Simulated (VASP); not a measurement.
In3Se: single point with PBEsol

In3Se:

```xyz
4
Lattice="4.8038 0.0000 0.0000 0.0000 4.8038 0.0000 0.0000 0.0000 4.8038" Properties=species:S:1:pos:R:3 pbc="T T T"
In    0.0000    2.4019    2.4019
In    2.4019    0.0000    2.4019
In    2.4019    2.4019    0.0000
Se    0.0000    0.0000    0.0000
```

```json
{
  "Program": "VASP 6.6.1",
  "Task": "single point",
  "Functional": "PBEsol",
  "Potentials or basis": "VASP PAW PBE potentials, release 64 (In_d, Se)",
  "Cutoff": "520 eV",
  "k mesh": "10 × 10 × 10",
  "Occupations": "fermi-dirac, width 0.01 eV",
  "Spin": "no spin polarisation"
}
```

- Pressure: -3.0 GPa

Levels at points of the mesh, in eV from the Fermi level:
| k point | band 20 | band 21 | band 22 | band 23 | band 24 | band 25 |
| --- | --- | --- | --- | --- | --- | --- |
| (0.00, 0.00, 0.00) | -3.20 | -2.20 | -2.20 | 1.18 | 1.18 | 1.18 |
| (0.50, 0.00, 0.00) | -2.38 | -1.65 | -0.98 | -0.06 | -0.06 | 1.42 |
| (0.50, 0.50, 0.00) | -1.88 | -0.83 | -0.65 | -0.65 | 1.42 | 1.81 |
| (0.50, 0.50, 0.50) | -4.11 | -4.11 | -4.11 | -3.15 | 3.05 | 3.05 |

It took 3.1 min on 1 thread of AMD EPYC 7R43 64-Core Processor (Zen 3) (shared host), peak memory 0.26 GiB.

Caveat: the PAW data sets were made with another functional, which shifts forces and pressure a little; spin-orbit coupling is left out, which moves the levels of the heavy elements.
